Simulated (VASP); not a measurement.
Write the native input for VASP 6.6.1 that does the following.

| Property | Result |
| --- | --- |
| Task | single point |
| Functional | LDA |
| Potentials or basis | VASP PAW LDA potentials, release 64 (Mg) |
| Cutoff | 520 eV |
| k mesh | 18 × 18 × 10 |
| Occupations | gaussian, width 0.1 eV |
| Spin | no spin polarisation |
| Dipole correction | no |
| Further INCAR settings | ALGO = Normal; EDIFF = 1e-06; NBANDS = 9 |

The structure of Mg lies in POSCAR:

```
Mg
1.0
    2.9335366567      0.0000000000      0.0000000000
   -1.4667683284      2.5405172676      0.0000000000
    0.0000000000      0.0000000000      4.7384246249
Mg
2
Direct
    0.3333333333      0.6666666667      0.2500000000
    0.6666666667      0.3333333333      0.7500000000
```

The input as run:

INCAR

```
ALGO     = Normal         # electronic algorithm
EDIFF    = 1E-6           # SCF threshold, eV
ENCUT    = 520            # plane-wave cutoff, eV
GGA      = CA             # functional
ISIF     = 2              # what is computed and relaxed
ISMEAR   = 0              # smearing method
LASPH    = True           # aspherical terms in the spheres
LCHARG   = False          # write CHGCAR
LREAL    = False          # projectors in reciprocal space
LWAVE    = False          # write WAVECAR
NBANDS   = 9              # bands
NELM     = 60             # most SCF steps
PREC     = Accurate       # precision mode
SIGMA    = 0.1            # smearing width, eV
```

KPOINTS

```
k-points
0
Gamma
  18 18 10
```

Potentials or basis: VASP PAW LDA potentials, release 64 (Mg).

Launch:

```bash
$ cat potpaw_LDA.64/Mg/POTCAR > POTCAR
$ mpirun -np 1 vasp_std > vasp.out
```

Results of the run:

```json
{
  "Pressure": "11.7 GPa",
  "Band gap on the k mesh": "zero (band 2 reaches 4.99 eV, above the bottom of band 3 at 2.78 eV)"
}
```

It took 15 s on 1 thread of Intel(R) Xeon(R) 6975P-C (Granite Rapids), on a shared host, peak memory 0.19 GiB.
